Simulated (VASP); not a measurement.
# ZnNi (Pm-3m) in VASP: a series of runs, part 2 of 2

VASP 6.6.1. Earlier steps stand in the parts before.

## 3. Relaxation of cell and atoms, LDA

Contents of INCAR:

```
SYSTEM = ZnNi
ALGO = Fast
EDIFF = 1E-6
EDIFFG = -0.005
ENCUT = 600
IBRION = 2
ISIF = 3
ISMEAR = 0
LASPH = .TRUE.
LCHARG = .FALSE.
LREAL = .FALSE.
LWAVE = .FALSE.
NELM = 60
NSW = 100
PREC = Accurate
SIGMA = 0.1
```

Contents of KPOINTS:

```
k-points
0
G
  14 14 14
  0 0 0
```

Contents of POSCAR:

```
ZnNi
1.0
    2.8072750895      0.0000000000      0.0000000000
    0.0000000000      2.8072750895      0.0000000000
    0.0000000000      0.0000000000      2.8072750895
Zn Ni
1 1
Direct
    0.5000000000      0.5000000000      0.5000000000
    0.0000000000      0.0000000000      0.0000000000
```

Potentials or basis: VASP PAW LDA potentials, release 64 (Zn, Ni).

Started as:

```console
> cat potpaw_LDA.64/Zn/POTCAR potpaw_LDA.64/Ni/POTCAR > POTCAR
> mpirun -np 1 vasp_std > vasp.out
```

OUTCAR:

```text
SYSTEM = ZnNi
   EDIFF = 1E-6
   EDIFFG = -0.005
   ENCUT = 600
   IBRION = 2
   ISIF = 3
   ISMEAR = 0
   LASPH = .TRUE.
   LREAL = .FALSE.
   NELM = 60
   NSW = 100
   PREC = Accurate

 ion  position               nearest neighbor table
   1  0.500  0.500  0.500-   2 2.43   2 2.43   2 2.43   2 2.43   2 2.43   2 2.43   2 2.43   2 2.43

   2  0.000  0.000  0.000-   1 2.43   1 2.43   1 2.43   1 2.43   1 2.43   1 2.43   1 2.43   1 2.43

  LATTYP: Found a simple cubic cell.
 ALAT       =     2.8072750895

  Lattice vectors:

 A1 = (   2.8072750895,   0.0000000000,   0.0000000000)
 A2 = (   0.0000000000,   2.8072750895,   0.0000000000)
 A3 = (   0.0000000000,   0.0000000000,   2.8072750895)

Analysis of symmetry for initial positions (statically):
=====================================================================
 Subroutine PRICEL returns:
 Original cell was already a primitive cell.

 Routine SETGRP: Setting up the symmetry group for a
 simple cubic supercell.

 Subroutine GETGRP returns: Found 48 space group operations
[... 9 lines left out ...]

 Routine SETGRP: Setting up the symmetry group for a
 simple cubic supercell.

 Subroutine GETGRP returns: Found 48 space group operations
[... 11 lines left out ...]
                                     Primitive cell

  volume of cell :      22.1236

  direct lattice vectors                    reciprocal lattice vectors
     2.807275090  0.000000000  0.000000000     0.356217317  0.000000000  0.000000000
     0.000000000  2.807275090  0.000000000     0.000000000  0.356217317  0.000000000
     0.000000000  0.000000000  2.807275090     0.000000000  0.000000000  0.356217317

  length of vectors
     2.807275090  2.807275090  2.807275090     0.356217317  0.356217317  0.356217317

  position of ions in fractional coordinates (direct lattice)
     0.500000000  0.500000000  0.500000000
     0.000000000  0.000000000  0.000000000

  ion indices of the primitive-cell ions
   primitive index   ion index
                 1           1
                 2           2

----------------------------------------------------------------------------------------

 KPOINTS: k-points

Automatic generation of k-mesh.
 Grid dimensions read from file:
 generate k-points for:   14   14   14

 Generating k-lattice:

  Cartesian coordinates                     Fractional coordinates (reciprocal lattice)
     0.025444094  0.000000000  0.000000000     0.071428571  0.000000000  0.000000000
     0.000000000  0.025444094  0.000000000     0.000000000  0.071428571  0.000000000
     0.000000000  0.000000000  0.025444094     0.000000000  0.000000000  0.071428571

  Length of vectors
     0.025444094  0.025444094  0.025444094

  Shift w.r.t. Gamma in fractional coordinates (k-lattice)
     0.000000000  0.000000000  0.000000000

 Subroutine IBZKPT returns following result:
 ===========================================

 Found    120 irreducible k-points:

 Following reciprocal coordinates:
            Coordinates               Weight
  0.000000  0.000000  0.000000      1.000000
  0.071429  0.000000  0.000000      6.000000
  0.142857  0.000000  0.000000      6.000000
  0.214286  0.000000  0.000000      6.000000
  0.285714  0.000000  0.000000      6.000000
  0.357143  0.000000  0.000000      6.000000
[... 16 lines left out ...]
  0.285714  0.214286  0.000000     24.000000
  0.357143  0.214286  0.000000     24.000000
 [... further k-points ...]
   k-points           NKPTS =    120   k-points in BZ     NKDIM =    120   number of bands    NBANDS=     15
   number of dos      NEDOS =    301   number of ions     NIONS =      2
   total plane-waves  NPLWV =  13824
   dimension x,y,z NGX =    24 NGY =   24 NGZ =   24
   dimension x,y,z NGXF=    48 NGYF=   48 NGZF=   48
   ions per type =               1   1
   NGX,Y,Z   is equivalent  to a cutoff of  14.21, 14.21, 14.21 a.u.
   NGXF,Y,Z  is equivalent  to a cutoff of  28.43, 28.43, 28.43 a.u.
 SYSTEM =  ZnNi
   PREC   = accura    normal or accurate (medium, high low for compatibility)
   ISTART =      0    job   : 0-new  1-cont  2-samecut
   ICHARG =      2    charge: 1-file 2-atom 10-const
   ISPIN  =      1    spin polarized calculation?
   LNONCOLLINEAR =      F non collinear calculations
   LSORBIT =      F    spin-orbit coupling
   LASPH  =      T    aspherical Exc in radial PAW
   ENCUT  =  600.0 eV  44.10 Ry    6.64 a.u.   5.61  5.61  5.61*2*pi/ulx,y,z
   NELM   =     60;   NELMIN=  2; NELMDL= -5     # of ELM steps
   EDIFF  = 0.1E-05   stopping-criterion for ELM
   LREAL  =      F    real-space projection
   EDIFFG = -.5E-02   stopping-criterion for IOM
   NSW    =    100    number of steps for IOM
   IBRION =      2    ionic relax: 0-MD 1-quasi-New 2-CG
   NFREE  =      1    steps in history (QN), initial steepest desc. (CG)
   ISIF   =      3    stress and relaxation
   ISYM   =      2    0-nonsym 1-usesym 2-fastsym
   POTIM  = 0.5000    time-step for ionic-motion
   TEBEG  =    0.0;   TEEND  =   0.0 temperature during run
   PSTRESS=    0.0 pullay stress
   NELECT =      22.0000    total number of electrons
   NUPDOWN=      -1.0000    fix difference up-down
   EMIN   =  10.00;   EMAX   =-10.00  energy-range for DOS
   EFERMI =   0.00;   METHOD = LEGACY
   ISMEAR =     0;   SIGMA  =   0.10  broadening in eV -4-tet -1-fermi 0-gaus
   EFERMI_NEDOS =   21; number of points for ismear=-14 and -15
   IALGO  =     68    algorithm
   IMIX   =      4    mixing-type and parameters
     AMIX     =   0.40;   BMIX     =  1.00
     AMIX_MAG =   1.60;   BMIX_MAG =  1.00
  volume/ion in A,a.u.               =      11.06        74.65
  Fermi-wavevector in a.u.,A,eV,Ry     =   1.634045  3.087898 36.328970  2.670104
  Thomas-Fermi vector in A             =   2.725749
   LORBIT       =      0    0 simple, 1 ext, 2 COOP (PROOUT), +10 PAW based schemes
   GGA     = CA    functional components
   LHFCALC =     F    Hartree Fock is set to
   AEXX    =    0.0000 exact exchange contribution
   IVDW    =     0    specifies the selected vdW correction
   LEPSILON=     F    determine dielectric tensor
   LRPA    =     F    only Hartree local field effects (RPA)
 conjugate gradient relaxation of ions
 non-spin polarized calculation
 RMM-DIIS sequential band-by-band and
 Gauss-broadening in eV      SIGMA  =   0.10
  energy-cutoff  :      600.00
  volume of cell :       22.12
 maximum number of plane-waves:       756
 NGX is ok and might be reduce to    24
   NGX = 11   NGY = 11   NGZ = 11

--------------------------------------- Ionic step        1  -------------------------------------------

 number of electron      22.0000005 magnetization

 Free energy of the ion-electron system (eV)
  ---------------------------------------------------
  ext. energy  EPLUGINS =         0.00000000
  ---------------------------------------------------
  free energy    TOTEN  =        -9.02922671 eV

  energy without entropy =       -9.02311169  energy(sigma->0) =       -9.02616920

------------------------ aborting loop because EDIFF is reached ----------------------------------------

  FORCE on cell =-STRESS in cart. coord.  units (eV):
  Direction    XX          YY          ZZ          XY          YZ          ZX
  --------------------------------------------------------------------------------------
  -------------------------------------------------------------------------------------
  Total        0.1175379      0.1175379      0.1175379      0.0000000      0.0000000      0.0000000
  in kB        8.5120419      8.5120419      8.5120419      0.0000000      0.0000000      0.0000000
  external PRESSURE =       8.5120419 kB  Pullay stress =       0.0000000 kB
[... 131 lines left out ...]
--------------------------------------- Ionic step        5  -------------------------------------------

 number of electron      22.0000005 magnetization

 Free energy of the ion-electron system (eV)
  ---------------------------------------------------
  ext. energy  EPLUGINS =         0.00000000
  ---------------------------------------------------
  free energy    TOTEN  =        -9.02944976 eV

  energy without entropy =       -9.02331831  energy(sigma->0) =       -9.02638404

 E-fermi :   6.7839     XC(G=0): -13.5632

 val. band max:        6.7730982235   @ k =   0.5000   0.4286   0.1429
 cond. band min:       6.7847443302   @ k =   0.5000   0.2857   0.1429
 fundamental gap:      0.0116461067
 Fermi energy:         6.7838733372

 k-point     1 :       0.0000    0.0000    0.0000
  band No.  band energies     occupation
      1      -3.9531      2.00000
      2      -1.2029      2.00000
      3      -1.2029      2.00000
      4      -0.2708      2.00000
      5      -0.2708      2.00000
      6      -0.2708      2.00000
      7       4.3652      2.00000
      8       4.3652      2.00000
      9       5.7467      2.00000
     10       5.7467      2.00000
     11       5.7467      2.00000
     12      14.2821      0.00000
     13      14.2821      0.00000
     14      14.2821      0.00000
[... 401 lines left out ...]
      2      -0.9297      2.00000
      3      -0.6175      2.00000
      4      -0.4904      2.00000
      5      -0.3394      2.00000
      6       0.2105      2.00000
      7       3.7473      2.00000
      8       4.4720      2.00000
      9       4.9439      2.00000
     10       5.1673      2.00000
     11       5.5933      2.00000
     12       7.6884      0.00000
     13      13.0133      0.00000
     14      18.3914      0.00000
     15      18.9959      0.00000

 [... further k-points ...]

------------------------ aborting loop because EDIFF is reached ----------------------------------------

  FORCE on cell =-STRESS in cart. coord.  units (eV):
  Direction    XX          YY          ZZ          XY          YZ          ZX
  --------------------------------------------------------------------------------------
  -------------------------------------------------------------------------------------
  Total        0.0008045      0.0008045      0.0008045      0.0000000      0.0000000     -0.0000000
  in kB        0.0580413      0.0580413      0.0580413      0.0000000      0.0000000     -0.0000000
  external PRESSURE =       0.0580413 kB  Pullay stress =       0.0000000 kB
[... 17 lines left out ...]
  FREE ENERGIE OF THE ION-ELECTRON SYSTEM (eV)
  ---------------------------------------------------
  free  energy   TOTEN  =        -9.0294497593 eV

  energy  without entropy=       -9.0233183119  energy(sigma->0) =       -9.02638404

 reached required accuracy - stopping structural energy minimisation
```

CONTCAR:

```text
ZnNi
   1.00000000000000
     2.8108003523398124    0.0000000000000000    0.0000000000000000
     0.0000000000000000    2.8108003523398124    0.0000000000000000
     0.0000000000000000    0.0000000000000000    2.8108003523398124
  Zn              Ni
     1     1
Direct
     0.5000000000000000    0.5000000000000000    0.5000000000000000
     0.0000000000000000    0.0000000000000000    0.0000000000000000

  0.00000000E+00  0.00000000E+00  0.00000000E+00
  0.00000000E+00  0.00000000E+00  0.00000000E+00
```

Wall time 1.9 min (1 thread of Oxide Virtual Turin-like, shared host); peak memory 0.14 GiB.

Results:

```
Free energy                            : -9.0294 eV
Relaxed volume                         : 11.10 Å³/atom
Relaxed cell                           : a = 2.811 Å, b = 2.811 Å, c = 2.811 Å, α = 90.00°, β = 90.00°, γ = 90.00°
Space group after relaxing (to 0.05 Å) : Pm-3m (No. 221)
Energy gained by relaxing              : 0.1 meV/atom
Ionic steps                            : 5
Pressure after relaxing                : 0.0 GPa
Band gap on the k mesh                 : zero (band 11 reaches 11.99 eV, above the bottom of band 12 at 6.07 eV)
```

Step by step:
| step | energy change (eV) | largest force (eV/Å) | pressure (GPa) | volume (Å³) |
| --- | --- | --- | --- | --- |
| 1 | 0.0000 | 0.0000 | 0.85 | 22.12 |
| 2 | 0.0000 | 0.0000 | -1.00 | 22.31 |
| 3 | -0.0002 | 0.0000 | -0.28 | 22.22 |
| 4 | -0.0002 | 0.0000 | 0.31 | 22.19 |
| 5 | -0.0002 | 0.0000 | 0.01 | 22.21 |

Final structure:
```
CELL_PARAMETERS angstrom
2.81080 0.00000 0.00000
0.00000 2.81080 0.00000
0.00000 0.00000 2.81080
ATOMIC_POSITIONS crystal
Zn 0.50000 0.50000 0.50000
Ni 0.00000 0.00000 0.00000
```

Spin polarisation is off, so any magnetic state and its effect on volume and gap are missing.
